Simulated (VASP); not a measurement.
Runs of VASP 6.6.1 on Be. The structure is that of space group Im-3m (No. 229), or close to it. The cells are those of the table. 

```tsv
task	cell	gap on the mesh (eV)	pressure (GPa)
electric field gradients	a = 2.185 Å, angles 109.2, 109.2, 110.0°, 1 atom	none	-3.9
single point	a = 2.185 Å, angles 109.2, 109.2, 110.0°, 1 atom	none	-3.9
electric field gradients	a = 2.170 Å, angles 109.5°, 1 atom	none	-1.6
electric field gradients	a = 2.163 Å, angles 109.5°, 1 atom	none	-0.4
single point	a = 2.214 Å, angles 108.7, 108.7, 111.1°, 1 atom	none	-7.9
electric field gradients	a = 2.127 Å, angles 109.5°, 1 atom	none	(a)
electric field gradients	a = 2.178 Å, angles 109.7, 109.7, 108.9°, 1 atom	none	-2.8
electric field gradients	a = 2.126 Å, angles 109.5°, 1 atom	none	(b)
electric field gradients	a = 2.185 Å, angles 109.5°, 1 atom	none	-3.9
single point	a = 2.163 Å, angles 109.5°, 1 atom	none	-0.4
single point	a = 2.156 Å, angles 108.9, 108.9, 110.6°, 1 atom	none	0.9
```

Alike in all rows: level PBEsol; potentials or basis VASP PAW PBE potentials, release 64 (Be); no spin polarisation; k mesh 23 × 23 × 23; cutoff (eV) 520; smearing fermi-dirac 0.03 eV.

Question: Fill in the values left out.

Answer: (a) 6.5; (b) 6.6.

Caveats: the PAW data sets were made with another functional, which shifts forces and pressure a little.

A gap of «none» marks levels without a gap at the run's occupations.
